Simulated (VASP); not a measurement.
A run of VASP 6.6.1 is set up as follows.

The input INCAR:

```
PREC = Accurate
ENCUT = 520
EDIFF = 1E-6
ISMEAR = -1
SIGMA = 0.1
LREAL = False
LASPH = True
NELM = 60
ALGO = Normal
ISIF = 2
LWAVE = False
LCHARG = False
GGA = B5
ALDAX = 1.0
AGGAX = 1.0
AGGAC = 1.0
ALDAC = 0.0
NBANDS = 19
```

KPOINTS

```
Automatic mesh
0
Gamma
  20 20 11
```

POSCAR

```
Ti
1.0
    2.8807378913      0.0000000000      0.0000000000
   -1.4403689457      2.4947921955      0.0000000000
    0.0000000000      0.0000000000      4.5615720289
Ti
2
Direct
    0.3333333333      0.6666666667      0.2500000000
    0.6666666667      0.3333333333      0.7500000000
```

Potentials or basis: VASP PAW PBE potentials, release 64 (Ti_sv).

Command:

```sh
$ cat potpaw_PBE.64/Ti_sv/POTCAR > POTCAR
$ mpirun -np 1 vasp_std > vasp.out
```

Problem. Estimate the pressure.

Solution. 10.0 GPa.

Problem. Estimate the band gap on the k mesh.

Solution. Zero (bands 12 and 13 overlap by 1.07 eV).

Stress tensor (GPa, compression positive):
```
 9.92  0.00  0.00
 0.00  9.92  0.00
 0.00  0.00 10.15
```

Caveat: the cell stands under pressure; the PAW data sets were made with another functional, which shifts forces and pressure a little.
